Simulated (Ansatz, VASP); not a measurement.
**One calculation of MgO, two programs**

The input POSCAR:

```
MgO
1.0
    0.0000000000      2.1245000000      2.1245000000
    2.1245000000      0.0000000000      2.1245000000
    2.1245000000      2.1245000000      0.0000000000
Mg O
1 1
Direct
    0.0000000000      0.0000000000      0.0000000000
    0.5000000000      0.5000000000      0.5000000000
```

The input INCAR.step1:

```
  PREC = Accurate
  ENCUT = 660
  ISMEAR = 0
  SIGMA = 0.1
  LREAL = F
  LASPH = T
  NELM = 120
  NBANDS = 15
  GGA = PE
  ALGO = Normal
  EDIFF = 1E-5
  LWAVE = T
  LCHARG = F
  GGA_COMPAT = F
```

The input INCAR.step2:

```
  PREC = Accurate
  ENCUT = 660
  EDIFF = 1E-6
  ISMEAR = 0
  SIGMA = 0.1
  LREAL = F
  LASPH = T
  NELM = 120
  ALGO = Normal
  ISIF = 2
  LWAVE = F
  LCHARG = F
  METAGGA = R2SCAN
  LMIXTAU = T
  NBANDS = 15
  ISTART = 1
  GGA_COMPAT = F
```

The input KPOINTS:

```
Automatic mesh
0
Gamma
  8 8 8
```

Input for Ansatz:

```yaml
crystal:
  lattice:
    - [0.0, 2.1245, 2.1245]
    - [2.1245, 0.0, 2.1245]
    - [2.1245, 2.1245, 0.0]
  atoms:
    - { symbol: Mg, position: [0.0, 0.0, 0.0] }
    - { symbol: O, position: [0.5, 0.5, 0.5] }
basis:
  ecutwfc: 500
kpoints:
  mp_grid: { grid: [8, 8, 8] }
hamiltonian:
  xc: r2scan
  pseudopotentials: { kind: paw, azcp: { folder: soft_1 } }
scf:
  occupations: { method: gaussian, width: 0.1 }
output:
  forces: true
  stress: true
  eigenvalues: true
```

Alike in both runs: task single point; functional r2SCAN; k mesh 8 × 8 × 8; occupations gaussian, width 0.1 eV; no spin polarisation.

|  | VASP | Ansatz |
| --- | --- | --- |
| version | VASP 6.6.1 | Ansatz 0.2.0 |
| potentials or method | VASP PAW PBE potentials, release 64 (Mg_sv, O), cutoff 660 eV | scalar-relativistic, plane waves, PAW |
| valence electrons in the cell | 16 | 16 |

Ansatz gave:

```
gap on the k mesh at the Fermi level (eV) : 5.38
least direct gap on the mesh (eV)         : 5.38
pressure (GPa)                            : -4.6
```

Task: What did VASP give for the same quantities?

Result: gap on the k mesh at the Fermi level (eV): 5.40; least direct gap on the mesh (eV): 5.40; pressure (GPa): -5.0.

VASP's potentials were made for PBE, not for r2SCAN. With one functional, cell and mesh, what is left measures potentials, basis and numerics.
